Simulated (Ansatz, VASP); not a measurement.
## Hf3SiMo: VASP beside Ansatz

```xyz
5
Lattice="4.4365 0.0000 0.0000 0.0000 4.4365 0.0000 0.0000 0.0000 4.4365" Properties=species:S:1:pos:R:3 pbc="T T T"
Hf    2.2182    0.0000    2.2182
Hf    2.2182    2.2182    0.0000
Hf    0.0000    2.2182    2.2182
Si    0.0000    0.0000    0.0000
Mo    2.2182    2.2182    2.2182
```

Change from the starting cell: species swapped into the Lu3SnC type (Pm-3m, No. 221).

Alike in both runs: task relaxation of cell and atoms; functional PBE; k mesh 4 × 4 × 4; occupations gaussian, width 0.1 eV; no spin polarisation.

|  | VASP | Ansatz |
| --- | --- | --- |
| version | VASP 6.6.1 | Ansatz 0.2.0 |
| potentials or method | VASP PAW PBE potentials, release 64 (Hf_pv, Si, Mo_sv), cutoff 600 eV | scalar-relativistic, plane waves, PAW |
| valence electrons in the cell | 48 | 96 |

Ansatz gave:

* gap on the k mesh at the Fermi level, each at its own relaxed structure (eV): none
* relaxed volume (Å³/atom): 24.16
* relaxed cell length with the largest relative difference (Å): 4.943

Question: Which values does VASP return?

Answer: gap on the k mesh at the Fermi level, each at its own relaxed structure (eV): none; relaxed volume (Å³/atom): 24.01; relaxed cell length with the largest relative difference (Å): 4.933.

A gap of «none» marks a metal or a gap that the smearing closes. VASP's potentials hold 48 valence electrons a cell and Ansatz's 96, so a difference there can come from the potentials and not from the codes.

Neither program's run includes spin-orbit coupling. Noted on VASP's run: the volume moved by over 15 % at a fixed basis, so the end points are rough.
